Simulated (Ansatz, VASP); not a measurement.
# Pd in VASP and in Ansatz

INCAR

```
SYSTEM = Pd
PREC = Accurate
ENCUT = 520
EDIFF = 1E-6
ISMEAR = 1
SIGMA = 0.03
LREAL = .False.
LASPH = .True.
NELM = 60
ALGO = Normal
ISIF = 2
LWAVE = .False.
LCHARG = .True.
GGA = PE
LELF = .True.
LVHAR = .True.
NBANDS = 11
```

KPOINTS

```
Automatic mesh
0
Gamma
  14 14 14
  0 0 0
```

Contents of POSCAR:

```
Pd
1.0
    0.0000000000      1.9734737307      1.9734737307
    1.9734737307      0.0000000000      1.9734737307
    1.9734737307      1.9734737307      0.0000000000
Pd
1
Direct
    0.0000000000      0.0000000000      0.0000000000
```

Input for Ansatz:

```yaml
crystal:
  lattice:
    - [0.0, 1.9734737307, 1.9734737307]
    - [1.9734737307, 0.0, 1.9734737307]
    - [1.9734737307, 1.9734737307, 0.0]
  atoms:
    - { symbol: Pd, position: [0.0, 0.0, 0.0] }
hamiltonian:
  xc: pbe
  pseudopotentials:
    kind: paw
    azcp:
      Pd: "pseudopotentials/Pd.paw.azcp"
basis:
  ecutwfc: 420
  fft_grid_basis: typed
kpoints:
  mp_grid: { grid: [14, 14, 14], shift: [0, 0, 0] }
magnetization:
  spin_polarized: false
scf:
  occupations: { method: methfessel_paxton, width: 0.03 }
  lower_state_search: "off"
output:
  stress: true
  write_density: true
  write_potential: true
  elf: true
  volumetric_format: npy
```

Alike in both runs: task single point; functional PBE; k mesh 14 × 14 × 14; occupations methfessel-paxton of order 1, width 0.03 eV; no spin polarisation.

|  | VASP | Ansatz |
| --- | --- | --- |
| version | VASP 6.6.1 | Ansatz 0.2.0 |
| potentials or method | VASP PAW PBE potentials, release 64 (Pd), cutoff 520 eV | plane waves (420 eV) with PAW, scalar-relativistic |
| valence electrons in the cell | 10 | 18 |

```csv
,VASP,Ansatz,Ansatz less VASP
pressure (GPa),-0.7,-0.5,+0.28
```

VASP's potentials hold 10 valence electrons a cell and Ansatz's 18, so a difference there can come from the potentials and not from the codes.
